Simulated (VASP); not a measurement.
Set up this calculation in VASP 6.6.1, as the native input.

* Task: single point
* Functional: BLYP
* Potentials or basis: VASP PAW PBE potentials, release 64 (Re_sv_GW)
* Cutoff: 560 eV
* k mesh: 9 × 9 × 13
* Occupations: fermi-dirac, width 0.1 eV
* Spin: no spin polarisation
* Dipole correction: no
* Further INCAR settings: ALGO = Normal; EDIFF = 1e-06; NBANDS = 30

The structure of Re lies in POSCAR:

```
Re
1.0
    4.2474214880      0.0000000000      0.0000000000
   -2.1237107440      3.6783749092      0.0000000000
    0.0000000000      0.0000000000      2.6710713052
Re
3
Direct
    1.0000000000      1.0000000000      1.0000000000
    0.3333333333      0.6666666667      0.5000000000
    0.6666666667      0.3333333333      0.5000000000
```

This isn't the form of Re at room conditions, which is hcp.

The input as run:

INCAR

```
SYSTEM = Re
AGGAC = 1.0
AGGAX = 1.0
ALDAC = 0.0
ALDAX = 1.0
ALGO = Normal
EDIFF = 1E-6
ENCUT = 560
GGA = B5
GGA_COMPAT = .False.
ISIF = 2
ISMEAR = -1
LASPH = .True.
LCHARG = .True.
LELF = .True.
LREAL = .False.
LVHAR = .True.
LWAVE = .False.
NBANDS = 30
NELM = 120
PREC = Accurate
SIGMA = 0.1
```

KPOINTS

```
k-points
0
Gamma
  9 9 13
  0 0 0
```

Potentials or basis: VASP PAW PBE potentials, release 64 (Re_sv_GW).

Launch:

```sh
$ cat potpaw_PBE.64/Re_sv_GW/POTCAR > POTCAR
$ mpirun -np 1 vasp_std > vasp.out
```

It gave:

The pressure is 52.9 GPa and the band gap on the k mesh is zero (an odd number of electrons rules out a gap without spin polarisation).

Caveat: the stress differs along the axes, from 48 to 55 GPa; the PAW data sets were made with another functional, which shifts forces and pressure a little; spin-orbit coupling is left out, which moves the levels of the heavy elements.

Wall time 62 s on 1 thread of Intel(R) Xeon(R) 6975P-C (Granite Rapids), with other jobs on the host, peak memory 0.24 GiB.
